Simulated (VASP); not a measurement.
Write the native input for VASP 6.6.1 that does the following.

- Task: single point
- Functional: PBE
- Potentials or basis: VASP PAW PBE potentials, release 64 (V_sv, O)
- Cutoff: 600 eV
- k mesh: 10 × 10 × 16
- Occupations: fermi-dirac, width 0.05 eV
- Spin: collinear spin, ferromagnetic start
- Starting moments: [1.0, 1.0, 0.0, 0.0, 0.0, 0.0] μB
- Dipole correction: no
- Further INCAR settings: ALGO = Normal; EDIFF = 1e-06; NBANDS = 38

The structure of VO2 lies in POSCAR:

```
VO2
1.0
    4.5240312937      0.0000000000      0.0000000000
    0.0000000000      4.5240312937      0.0000000000
    0.0000000000      0.0000000000      2.8336531144
V O
2 4
Direct
    0.0000000000      0.0000000000      0.0000000000
    0.5000000000      0.5000000000      0.5000000000
    0.2991206286      0.2991206286      0.0000000000
    0.2008793714      0.7991206286      0.5000000000
    0.7008793714      0.7008793714      0.0000000000
    0.7991206286      0.2008793714      0.5000000000
```

This cell differs from its parent crystal: volume scaled by 0.98, then relaxed in part.

One way to write it, as run:

INCAR

```
ALGO = Normal ; EDIFF = 1E-6
ENCUT = 600 ; GGA = PE
GGA_COMPAT = False ; ISIF = 2
ISMEAR = -1 ; ISPIN = 2
KPAR = 4 ; LASPH = True
LCHARG = True ; LMAXMIX = 4
LORBIT = 11 ; LREAL = False
LVHAR = True ; LWAVE = False
MAGMOM = 1 1 0 0 0 0 ; NBANDS = 38
NELM = 200 ; PREC = Accurate
SIGMA = 0.05
```

KPOINTS

```
k-points
0
Gamma
  10 10 16
```

Potentials or basis: VASP PAW PBE potentials, release 64 (V_sv, O).

Command:

```sh
$ cat potpaw_PBE.64/V_sv/POTCAR potpaw_PBE.64/O/POTCAR > POTCAR
$ mpirun -np 4 vasp_std > vasp.out
```

It gave:

- Pressure: 7.2 GPa
- Largest force: 0.025 eV/Å
- Band gap on the k mesh: zero (filled and empty bands overlap)
- Net moment: 2.00 μB per cell
- Site moments: V +1.04; O -0.05 μB
- Valence electrons inside the program's atomic spheres: V 11.58; O 5.06

Caveat: semilocal functionals often make such compounds metallic where correlation or magnetic order opens a gap, which also shifts bond lengths.

It took 2.6 min on 4 MPI ranks on AMD EPYC 9R45 96-Core Processor (Zen 5), with other jobs on the host, peak memory 0.69 GiB a rank.
